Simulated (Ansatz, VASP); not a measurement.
**Mg: VASP beside Ansatz**

POSCAR

```
Mg
1.0
    0.0000000000      2.2122725257      2.2122725257
    2.2122725257      0.0000000000      2.2122725257
    2.2122725257      2.2122725257      0.0000000000
Mg
1
Direct
    0.0000000000      0.0000000000      0.0000000000
```

INCAR.step1

```
  PREC = Accurate
  ENCUT = 600
  ISMEAR = 0
  SIGMA = 0.1
  LREAL = F
  LASPH = T
  NELM = 80
  GGA = PE
  ALGO = Normal
  EDIFF = 1E-4
  LWAVE = T
  LCHARG = F
```

Contents of INCAR.step2:

```
  PREC = Accurate
  ENCUT = 600
  EDIFF = 1E-7
  ISMEAR = 0
  SIGMA = 0.1
  LREAL = F
  LASPH = T
  NELM = 80
  ALGO = Normal
  ISIF = 3
  LWAVE = F
  LCHARG = F
  METAGGA = R2SCAN
  LMIXTAU = T
  IBRION = 2
  NSW = 80
  EDIFFG = -0.01
  ISTART = 1
```

KPOINTS

```
Automatic mesh
0
Gamma
  16 16 16
```

Input for Ansatz:

```yaml
crystal:
  lattice:
    - [0.0, 2.2122725257, 2.2122725257]
    - [2.2122725257, 0.0, 2.2122725257]
    - [2.2122725257, 2.2122725257, 0.0]
  atoms:
    - { symbol: Mg, position: [0.0, 0.0, 0.0] }
basis:
  ecutwfc: 500
kpoints:
  mp_grid: { grid: [16, 16, 16] }
hamiltonian:
  xc: r2scan
scf:
  occupations: { method: gaussian, width: 0.1 }
output:
  forces: true
  stress: true
  eigenvalues: true
relax:
  adjacent_minimum: "off"
  f_tol: 0.01
  max_steps: 60
  cell: { stress_tol: 0.1 }
```

Alike in both runs: task relaxation of cell and atoms; functional r2SCAN; k mesh 16 × 16 × 16; occupations gaussian, width 0.1 eV; no spin polarisation.

|  | VASP | Ansatz |
| --- | --- | --- |
| version | VASP 6.6.1 | Ansatz 0.2.0 |
| potentials or method | VASP PAW PBE potentials, release 64 (Mg), cutoff 600 eV | scalar-relativistic, plane waves, PAW |
| valence electrons in the cell | 2 | 10 |

|  | VASP | Ansatz | Ansatz less VASP |
| --- | --- | --- | --- |
| gap on the k mesh at the Fermi level, each at its own relaxed structure (eV) | none | none | - |
| relaxed volume (Å³/atom) | 22.59 | 22.72 | +0.137 |
| relaxed cell length with the largest relative difference (Å) | 3.173 | 3.179 | +0.0064 |

VASP's potentials were made for PBE, not for r2SCAN. A gap of «none» marks a metal or a gap that the smearing closes. VASP's potentials hold 2 valence electrons a cell and Ansatz's 10, so a difference there can come from the potentials and not from the codes.
